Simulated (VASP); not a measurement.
Set up this calculation in VASP 6.6.1, as the native input.

- Task: single point
- Functional: PBE0
- Potentials or basis: VASP PAW PBE potentials, release 64 (Ga_d, N)
- Cutoff: 520 eV
- k mesh: 6 × 6 × 6
- Occupations: fermi-dirac, width 0.05 eV
- Spin: no spin polarisation
- Dipole correction: no
- Grid for exact exchange (PRECFOCK): Normal
- Further INCAR settings: ALGO = Normal; EDIFF = 1e-06; NBANDS = 16

Crystal: GaN.

```xyz
2
Lattice="0.0000 2.1771 2.1771 2.1771 0.0000 2.1771 2.1771 2.1771 0.0000" Properties=species:S:1:pos:R:3 pbc="T T T"
Ga    0.0000    0.0000    0.0000
N     2.1771    2.1771    2.1771
```

These files were run (other wordings do the same):

POSCAR

```
GaN
1.0
    0.0000000000      2.1771129849      2.1771129849
    2.1771129849      0.0000000000      2.1771129849
    2.1771129849      2.1771129849      0.0000000000
Ga N
1 1
Direct
    0.0000000000      0.0000000000      0.0000000000
    0.5000000000      0.5000000000      0.5000000000
```

INCAR.step1

```
  PREC = Accurate
  ENCUT = 520
  EDIFF = 1E-5
  ISMEAR = -1
  SIGMA = 0.05
  LREAL = F
  LASPH = T
  NELM = 60
  ALGO = Normal
  ISIF = 2
  LWAVE = T
  NBANDS = 16
  GGA = PE
```

INCAR.step2

```
  PREC = Accurate
  ENCUT = 520
  EDIFF = 1E-6
  ISMEAR = -1
  SIGMA = 0.05
  LREAL = F
  LASPH = T
  NELM = 60
  ALGO = Normal
  ISIF = 2
  LWAVE = F
  LCHARG = T
  GGA = PE
  LHFCALC = T
  AEXX = 0.25
  PRECFOCK = Normal
  LELF = T
  LVHAR = T
  NBANDS = 16
  ISTART = 1
```

KPOINTS

```
Automatic mesh
0
Gamma
  6 6 6
```

Potentials or basis: VASP PAW PBE potentials, release 64 (Ga_d, N).

Command:

```bash
$ cat potpaw_PBE.64/Ga_d/POTCAR potpaw_PBE.64/N/POTCAR > POTCAR
$ cp INCAR.step1 INCAR
$ mpirun -np 1 vasp_std > vasp.out
$ cp INCAR.step2 INCAR
$ mpirun -np 1 vasp_std > vasp.out
```

It gave:

| Quantity | Value |
| --- | --- |
| Pressure | -19.9 GPa |
| Band gap on the k mesh | 1.90 eV, indirect (least direct gap 3.56 eV) |

Caveat: the PAW data sets were made with another functional, which shifts forces and pressure a little.

Wall time 18 min on 1 thread of AMD EPYC 9R45 96-Core Processor (Zen 5), on a shared host, peak memory 0.12 GiB.
